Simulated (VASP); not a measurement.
# ZnSn2N2 (R-3m) in VASP: notebook

Runs on ZnSn2N2. Level: PBE. Tasks: single point, relaxation of cell and atoms.

Everything below comes from runs of VASP 6.6.1. Logs are shortened: lines on timing, memory, paths and dates and some standing lists are left out, and cuts for length are marked.

**1. The cell of the first run**

It takes space group R-3m (No. 166, trigonal). The conventional cell has a = 5.476 Å, b = 5.476 Å, c = 12.294 Å, α = 90.00°, β = 90.00°, γ = 120.00°. Zn (site symmetry -3m) has 8 Sn at 2.64 to 3.48 Å and 6 N at 3.47 Å within 3.5 Å. Sn (site symmetry 3m) has 4 Zn at 2.64 to 3.48 Å and 7 N at 2.89 to 3.38 Å and 3 Sn at 3.37 Å within 3.5 Å. N (site symmetry 3m) has 1 N at 1.23 Å within 1.6 Å.

The cell was generated, and may not be a known phase.

**2. Single point, PBE**

The input, INCAR:

```
SYSTEM = ZnSn2N2
PREC = Accurate
ENCUT = 520
EDIFF = 1E-6
ISMEAR = 0
SIGMA = 0.1
LREAL = .False.
LASPH = .True.
NELM = 80
ALGO = Normal
ISIF = 2
LWAVE = .False.
LCHARG = .False.
GGA = PE
NBANDS = 33
```

The input, KPOINTS:

```
Automatic mesh
0
Gamma
  6 6 6
  0 0 0
```

The input, POSCAR:

```
ZnSn2N2
1.0
    2.7380574300      1.5808181900      4.0980445600
   -2.7380574300      1.5808181900      4.0980445600
    0.0000000000     -3.1616363900      4.0980445600
Zn Sn N
1 2 2
Direct
    0.0000000000      0.0000000000      0.0000000000
    0.7853149100      0.7853149100      0.7853149100
    0.2146850900      0.2146850900      0.2146850900
    0.5499794400      0.5499794400      0.5499794400
    0.4500205600      0.4500205600      0.4500205600
```

Potentials or basis: VASP PAW PBE potentials, release 64 (Zn, Sn_d, N).

The run is started by

```console
$ cat potpaw_PBE.64/Zn/POTCAR potpaw_PBE.64/Sn_d/POTCAR potpaw_PBE.64/N/POTCAR > POTCAR
$ mpirun -np 1 vasp_std > vasp.out
```

OUTCAR:

```text
SYSTEM = ZnSn2N2
   PREC = Accurate
   ENCUT = 520
   EDIFF = 1E-6
   ISMEAR = 0
   LREAL = .False.
   LASPH = .True.
   NELM = 80
   ISIF = 2
   GGA = PE

 ion  position               nearest neighbor table
   1  0.000  0.000  0.000-   2 2.64   3 2.64
   2  0.785  0.785  0.785-   1 2.64   3 3.37   3 3.37   3 3.37
   3  0.215  0.215  0.215-   1 2.64   2 3.37   2 3.37   2 3.37
   4  0.550  0.550  0.550-   5 1.23
   5  0.450  0.450  0.450-   4 1.23

  LATTYP: Found a trigonal (rhomboedric) cell.
 ALAT       =     5.1758973962
 COS(alpha) =     0.4403148491

  Lattice vectors:

 A1 = (   2.7380574300,   1.5808181900,   4.0980445600)
 A2 = (  -2.7380574300,   1.5808181900,   4.0980445600)
 A3 = (   0.0000000000,  -3.1616363900,   4.0980445600)

Analysis of symmetry for initial positions (statically):
=====================================================================
 Subroutine PRICEL returns:
 Original cell was already a primitive cell.

 Routine SETGRP: Setting up the symmetry group for a
 trigonal (rhombohedral) supercell.

 Subroutine GETGRP returns: Found 12 space group operations
 (whereof 12 operations were pure point group operations)
 out of a pool of 12 trial point group operations.

The static configuration has the point symmetry D_3d.

Analysis of symmetry for dynamics (positions and initial velocities):
=====================================================================
 Subroutine PRICEL returns:
 Original cell was already a primitive cell.

 Routine SETGRP: Setting up the symmetry group for a
 trigonal (rhombohedral) supercell.

 Subroutine GETGRP returns: Found 12 space group operations
 (whereof 12 operations were pure point group operations)
 out of a pool of 12 trial point group operations.

The dynamic configuration has the point symmetry D_3d.

 Subroutine INISYM returns: Found 12 space group operations
 (whereof 12 operations are pure point group operations),
 and found     1 'primitive' translations

----------------------------------------------------------------------------------------

                                     Primitive cell

  volume of cell :     106.4271

  direct lattice vectors                    reciprocal lattice vectors
     2.738057430  1.580818190  4.098044560     0.182611217  0.105430635  0.081339607
    -2.738057430  1.580818190  4.098044560    -0.182611217  0.105430635  0.081339607
     0.000000000 -3.161636390  4.098044560     0.000000000 -0.210861271  0.081339607
[... 92 lines left out ...]
   EDIFFG = 0.1E-04   stopping-criterion for IOM
   NSW    =      0    number of steps for IOM
   IBRION =     -1    ionic relax: 0-MD 1-quasi-New 2-CG
   NFREE  =      0    steps in history (QN), initial steepest desc. (CG)
   ISIF   =      2    stress and relaxation
   ISYM   =      2    0-nonsym 1-usesym 2-fastsym
   POTIM  = 0.5000    time-step for ionic-motion
   TEBEG  =    0.0;   TEEND  =   0.0 temperature during run
   PSTRESS=    0.0 pullay stress
   NELECT =      50.0000    total number of electrons
   NUPDOWN=      -1.0000    fix difference up-down
   EMIN   =  10.00;   EMAX   =-10.00  energy-range for DOS
   EFERMI =   0.00;   METHOD = LEGACY
   ISMEAR =     0;   SIGMA  =   0.10  broadening in eV -4-tet -1-fermi 0-gaus
   EFERMI_NEDOS =   21; number of points for ismear=-14 and -15
   IALGO  =     38    algorithm
   IMIX   =      4    mixing-type and parameters
     AMIX     =   0.40;   BMIX     =  1.00
     AMIX_MAG =   1.60;   BMIX_MAG =  1.00
  volume/ion in A,a.u.               =      21.29       143.64
  Fermi-wavevector in a.u.,A,eV,Ry     =   1.272665  2.404988 22.037025  1.619676
  Thomas-Fermi vector in A             =   2.405531
   LORBIT       =      0    0 simple, 1 ext, 2 COOP (PROOUT), +10 PAW based schemes
   GGA     = PE    functional components
   LHFCALC =     F    Hartree Fock is set to
   AEXX    =    0.0000 exact exchange contribution
   IVDW    =     0    specifies the selected vdW correction
   LEPSILON=     F    determine dielectric tensor
   LRPA    =     F    only Hartree local field effects (RPA)
 non-spin polarized calculation
 Gauss-broadening in eV      SIGMA  =   0.10
  energy-cutoff  :      520.00
  volume of cell :      106.43
 maximum number of plane-waves:      2892
 NGX is ok and might be reduce to    40
   NGX = 19   NGY = 19   NGZ = 19

 number of electron      50.0000003 magnetization

 Free energy of the ion-electron system (eV)
  ---------------------------------------------------
  ext. energy  EPLUGINS =         0.00000000
  ---------------------------------------------------
  free energy    TOTEN  =       -22.57093196 eV

  energy without entropy =      -22.56111690  energy(sigma->0) =      -22.56602443

 E-fermi :   4.4545     XC(G=0):  -9.6830

 val. band max:        4.4474277742   @ k =   0.5000   0.1667   0.1667
 cond. band min:       4.4806307990   @ k =   0.5000   0.1667   0.1667
 fundamental gap:      0.0332030248
 Fermi energy:         4.4544576690

 k-point     1 :       0.0000    0.0000    0.0000
  band No.  band energies     occupation
      1     -17.3185      2.00000
      2     -16.9297      2.00000
      3     -16.9297      2.00000
      4     -16.9051      2.00000
      5     -16.9051      2.00000
      6     -16.8882      2.00000
[... 853 lines left out ...]
     32      10.2979      0.00000
     33      10.8201      0.00000

 [... further k-points ...]

------------------------ aborting loop because EDIFF is reached ----------------------------------------

  FORCE on cell =-STRESS in cart. coord.  units (eV):
  Direction    XX          YY          ZZ          XY          YZ          ZX
  --------------------------------------------------------------------------------------
  -------------------------------------------------------------------------------------
  Total       -2.1983699     -2.1983699     -3.7329987     -0.0000000      0.0000000      0.0000000
  in kB      -33.0947382    -33.0947382    -56.1973735     -0.0000000      0.0000000      0.0000000
  external PRESSURE =     -40.7956166 kB  Pullay stress =       0.0000000 kB

 VOLUME and BASIS-vectors are now :
 -----------------------------------------------------------------------------
  energy-cutoff  :      520.00
  volume of cell :      106.43
      direct lattice vectors                 reciprocal lattice vectors
     2.738057430  1.580818190  4.098044560     0.182611217  0.105430635  0.081339607
    -2.738057430  1.580818190  4.098044560    -0.182611217  0.105430635  0.081339607
     0.000000000 -3.161636390  4.098044560     0.000000000 -0.210861271  0.081339607

 POSITION                                       TOTAL-FORCE (eV/Angst)
 -----------------------------------------------------------------------------------
      0.00000      0.00000      0.00000        -0.000000     -0.000000     -0.000000
      0.00000     -0.00000      9.65477         0.000000      0.000000     -0.373019
      0.00000     -0.00000      2.63937         0.000000     -0.000000      0.373019
      0.00000     -0.00000      6.76152         0.000000      0.000000     -7.375493
      0.00000     -0.00000      5.53261         0.000000     -0.000000      7.375493
 -----------------------------------------------------------------------------------
    total drift:                               -0.000000      0.000000     -0.000000

  FREE ENERGIE OF THE ION-ELECTRON SYSTEM (eV)
  ---------------------------------------------------
  free  energy   TOTEN  =       -22.5709319551 eV

  energy  without entropy=      -22.5611169036  energy(sigma->0) =      -22.56602443
```

stdout:

```text
POSCAR found type information on POSCAR ZnSnN
 POSCAR found :  3 types and       5 ions
 scaLAPACK will be used
 LDA part: xc-table for (Slater+PW92), standard interpolation
 POSCAR, INCAR and KPOINTS ok, starting setup
 FFT: planning ... GRIDC
 FFT: planning ... GRID_SOFT
 FFT: planning ... GRID
 WAVECAR not read
 entering main loop
```

It took 1.8 min on 1 thread of Intel Xeon Platinum 8488C (Sapphire Rapids), shared host; peak memory 0.3 GiB.

What came out:

```
Free energy            : -22.5709 eV
Pressure               : -4.1 GPa
Largest force          : 7.375 eV/Å
Band gap on the k mesh : zero (bands 25 and 26 overlap by 0.30 eV)
```

Forces on the atoms (eV/Å):
```
Zn   0.000  0.000  0.000
Sn   0.000  0.000 -0.373
Sn   0.000  0.000  0.373
N    0.000  0.000 -7.375
N    0.000  0.000  7.375
```

Caveat: the standard files for N, O and F lose accuracy on very short bonds; the cell stands under tension; semilocal functionals underestimate gaps, and a narrow one can read as zero; spin-orbit coupling is left out, which moves the levels of the heavy elements; forces of over 1 eV/Å act on the atoms, so gaps and moduli don't describe the material at rest.

**3. Single point, PBE**

This run uses another cell than the first one, of 23.02 Å³/atom.

The input, INCAR:

```
PREC = Accurate ; ENCUT = 520
EDIFF = 1E-6 ; ISMEAR = 0
SIGMA = 0.1 ; LREAL = False
LASPH = True ; NELM = 60
ALGO = Normal ; ISIF = 2
LWAVE = False ; LCHARG = True
GGA = PE ; LELF = True
LVHAR = True ; NBANDS = 33
```

The input, KPOINTS:

```
regular mesh
0
Gamma
  6 6 6
```

The input, POSCAR:

```
ZnSn2N2
1.0
    2.7185241850      1.5695406682      4.4951274646
   -2.7185241850      1.5695406682      4.4951274646
    0.0000000000     -3.1390813418      4.4951274627
Zn Sn N
1 2 2
Direct
    0.0000000000      0.0000000000      0.0000000000
    0.7957038013      0.7957038013      0.7957038013
    0.2042961987      0.2042961987      0.2042961987
    0.5414474544      0.5414474544      0.5414474544
    0.4585525456      0.4585525456      0.4585525456
```

Potentials or basis: VASP PAW PBE potentials, release 64 (Zn, Sn_d, N).

The run is started by

```console
$ cat potpaw_PBE.64/Zn/POTCAR potpaw_PBE.64/Sn_d/POTCAR potpaw_PBE.64/N/POTCAR > POTCAR
$ mpirun -np 1 vasp_std > vasp.out
```

Wall time 2.1 min (1 thread of Intel Xeon Platinum 8488C (Sapphire Rapids), shared host); peak memory 0.31 GiB.

It converged, with:

```yaml
Free_energy: -23.2126 eV
Pressure: 0.7 GPa
Largest_force: 1.426 eV/Å
Band_gap_on_the_k_mesh: zero (bands 25 and 26 overlap by 0.86 eV)
```

Forces in eV/Å, atoms in the order of the input:
```
Zn   0.000  0.000  0.000
Sn   0.000  0.000 -0.004
Sn   0.000  0.000  0.004
N    0.000  0.000  1.426
N    0.000  0.000 -1.426
```

Stress tensor (GPa, compression positive):
```
-0.05  0.00  0.00
 0.00 -0.05  0.00
 0.00  0.00  2.28
```

Levels at points of the mesh, in eV from the Fermi level:
```
           k point  band 23  band 24  band 25  band 26  band 27  band 28
(0.00, 0.00, 0.00)    -1.00    -1.00    -0.77    -0.56     1.23     1.35
(0.50, 0.00, 0.00)    -2.01    -1.43    -0.50     0.12     0.56     2.20
(0.50, 0.50, 0.00)    -3.54    -1.38    -0.83     0.83     1.38     2.09
(0.50, 0.50, 0.50)    -4.00    -1.37    -1.37     1.29     1.29     1.68
```

Caveat: the standard files for N, O and F lose accuracy on very short bonds; spin-orbit coupling is left out, which moves the levels of the heavy elements; forces of over 1 eV/Å act on the atoms, so gaps and moduli don't describe the material at rest.

**4. Relaxation of cell and atoms, PBE**

The input, INCAR:

```
PREC = Accurate
ENCUT = 600
EDIFF = 1E-7
ISMEAR = 0
SIGMA = 0.1
LREAL = F
LASPH = T
NELM = 100
ALGO = Normal
ISIF = 3
LWAVE = F
LCHARG = F
GGA = PE
IBRION = 2
NSW = 90
EDIFFG = -0.04
```

The input, KPOINTS:

```
Automatic mesh
0
Gamma
  6 6 6
```

The input, POSCAR:

```
ZnSn2N2
1.0
    2.7380574300      1.5808181900      4.0980445600
   -2.7380574300      1.5808181900      4.0980445600
    0.0000000000     -3.1616363900      4.0980445600
Zn Sn N
1 2 2
Direct
    0.0000000000      0.0000000000      0.0000000000
    0.7853149100      0.7853149100      0.7853149100
    0.2146850900      0.2146850900      0.2146850900
    0.5499794400      0.5499794400      0.5499794400
    0.4500205600      0.4500205600      0.4500205600
```

The run is started by

```console
$ cat potpaw_PBE.64/Zn/POTCAR potpaw_PBE.64/Sn_d/POTCAR potpaw_PBE.64/N/POTCAR > POTCAR
$ mpirun -np 1 vasp_std > vasp.out
```

Wall time 81 min (1 thread of Intel Xeon Platinum 8488C (Sapphire Rapids), shared host); peak memory 0.35 GiB.

Results (log left out):

```
Free energy                           : -23.2190 eV
Relaxed volume                        : 22.67 Å³/atom
Relaxed cell                          : a = 5.459 Å, b = 5.459 Å, c = 5.459 Å, α = 59.37°, β = 59.37°, γ = 59.37°
Space group after relaxing (to 0.1 Å) : R-3m (No. 166)
Pressure after relaxing               : 0.2 GPa
Largest force after relaxing          : 0.035 eV/Å
Band gap on the k mesh                : zero (bands 25 and 26 overlap by 0.82 eV)
```

Forces in eV/Å, atoms in the order of the input:
```
Zn   0.000  0.000  0.000
Sn   0.000  0.000 -0.032
Sn   0.000  0.000  0.032
N    0.000  0.000 -0.035
N    0.000  0.000  0.035
```

Final structure:
```
Zn Sn N
1.0
     2.70341    1.56081    4.47795
    -2.70341    1.56081    4.47795
     0.00000   -3.12163    4.47795
Zn Sn N
1 2 2
Direct
  0.00000 0.00000 0.00000
  0.79528 0.79528 0.79528
  0.20472 0.20472 0.20472
  0.54206 0.54206 0.54206
  0.45794 0.45794 0.45794
```

Levels at points of the mesh, in eV from the Fermi level:
```csv
k point,band 23,band 24,band 25,band 26,band 27,band 28
"(0.00, 0.00, 0.00)",-1.00,-1.00,-0.76,-0.50,1.25,1.28
"(0.50, 0.00, 0.00)",-1.99,-1.46,-0.46,0.04,0.61,2.14
"(0.50, 0.50, 0.00)",-3.56,-1.35,-0.84,0.87,1.29,2.03
"(0.50, 0.50, 0.50)",-3.97,-1.38,-1.38,1.20,1.20,1.72
```

Caveat: the standard files for N, O and F lose accuracy on very short bonds; spin-orbit coupling is left out, which moves the levels of the heavy elements.

**5. Single point, PBE**

This run uses another cell than the first one, of 23.48 Å³/atom.

The input, INCAR:

```
ALGO     = Normal         # electronic algorithm
EDIFF    = 1E-6           # SCF threshold, eV
ENCUT    = 520            # plane-wave cutoff, eV
GGA      = PE             # functional
ISIF     = 2              # what is computed and relaxed
ISMEAR   = 0              # smearing method
LASPH    = T              # aspherical terms in the spheres
LCHARG   = T              # write CHGCAR
LELF     = T              # ELF
LREAL    = F              # projectors in reciprocal space
LVHAR    = T            
LWAVE    = F              # write WAVECAR
NBANDS   = 33             # bands
NELM     = 60             # most SCF steps
PREC     = Accurate       # precision mode
SIGMA    = 0.1            # smearing width, eV
```

The input, KPOINTS:

```
k-points
0
Gamma
  12 12 12
```

The input, POSCAR:

```
ZnSn2N2
1.0
    2.7334102145      1.5781351231      4.5358964677
   -2.7334102145      1.5781351231      4.5358964677
    0.0000000000     -3.1562702463      4.5358964677
Zn Sn N
1 2 2
Direct
    0.0000000000      0.0000000000      0.0000000000
    0.7982839503      0.7982839503      0.7982839503
    0.2017160497      0.2017160497      0.2017160497
    0.5410371043      0.5410371043      0.5410371043
    0.4589628957      0.4589628957      0.4589628957
```

The run is started by

```console
$ cat potpaw_PBE.64/Zn/POTCAR potpaw_PBE.64/Sn_d/POTCAR potpaw_PBE.64/N/POTCAR > POTCAR
$ mpirun -np 1 vasp_std > vasp.out
```

It took 13 min on 1 thread of Intel Xeon Platinum 8488C (Sapphire Rapids), shared host; peak memory 0.74 GiB.

It converged, with:

| Quantity | Value |
| --- | --- |
| Free energy | -23.1969 eV |
| Pressure | 0.7 GPa |
| Largest force | 1.441 eV/Å |
| Band gap on the k mesh | zero (bands 25 and 26 overlap by 0.92 eV) |

Forces on the atoms (eV/Å):
```
Zn   0.000  0.000  0.000
Sn   0.000  0.000 -0.009
Sn   0.000  0.000  0.009
N    0.000  0.000  1.441
N    0.000  0.000 -1.441
```

Stress tensor (GPa, compression positive):
```
-0.06  0.00  0.00
 0.00 -0.06  0.00
 0.00  0.00  2.10
```

Levels at points of the mesh, in eV from the Fermi level:
| k point | band 21 | band 22 | band 23 | band 24 | band 25 | band 26 | band 27 | band 28 | band 29 | band 30 |
| --- | --- | --- | --- | --- | --- | --- | --- | --- | --- | --- |
| (0.00, 0.00, 0.00) | -5.69 | -4.40 | -0.99 | -0.99 | -0.82 | -0.65 | 1.32 | 1.36 | 1.36 | 2.68 |
| (0.50, 0.00, 0.00) | -6.05 | -5.59 | -2.01 | -1.39 | -0.56 | 0.23 | 0.51 | 2.20 | 2.41 | 3.61 |
| (0.50, 0.50, 0.00) | -6.13 | -5.86 | -3.48 | -1.38 | -0.77 | 0.76 | 1.41 | 2.07 | 3.92 | 4.05 |
| (0.50, 0.50, 0.50) | -6.03 | -4.36 | -4.06 | -1.37 | -1.37 | 1.32 | 1.32 | 1.65 | 2.56 | 2.56 |

Caveat: the standard files for N, O and F lose accuracy on very short bonds; spin-orbit coupling is left out, which moves the levels of the heavy elements; forces of over 1 eV/Å act on the atoms, so gaps and moduli don't describe the material at rest.

**6. The runs side by side**

| task | cell | k mesh | cutoff (eV) | gap on the mesh (eV) | pressure (GPa) | largest force (eV/Å) |
| --- | --- | --- | --- | --- | --- | --- |
| single point | a = 5.176 Å, angles 63.9°, 5 atoms, atomic positions A | 6 × 6 × 6 | 520 | none | -4.1 | 7.38 |
| single point | a = 5.483 Å, angles 59.4°, 5 atoms, atomic positions B | 6 × 6 × 6 | 520 | none | 0.7 | 1.43 |
| relaxation of cell and atoms | relaxed from a = 5.176 Å, angles 63.9°, 5 atoms, atomic positions A | 6 × 6 × 6 | 600 | none | 0.2 | 0.04 |
| single point | a = 5.526 Å, angles 59.3°, 5 atoms, atomic positions C | 12 × 12 × 12 | 520 | none | 0.7 | 1.44 |

Alike in all rows: level PBE; potentials or basis VASP PAW PBE potentials, release 64 (Zn, Sn_d, N); no spin polarisation; smearing gaussian 0.1 eV.

Caveats: the standard files for N, O and F lose accuracy on very short bonds; spin-orbit coupling is left out, which moves the levels of the heavy elements; forces of over 1 eV/Å act on the atoms, so gaps and moduli don't describe the material at rest (at least some runs); the cell stands under tension (at least some runs); semilocal functionals underestimate gaps, and a narrow one can read as zero (at least some runs).

Total energies depend on the potentials used, so only differences within one code and one set of settings carry meaning.

The gap in the log of VASP goes by the Fermi energy; the results here count the filled bands.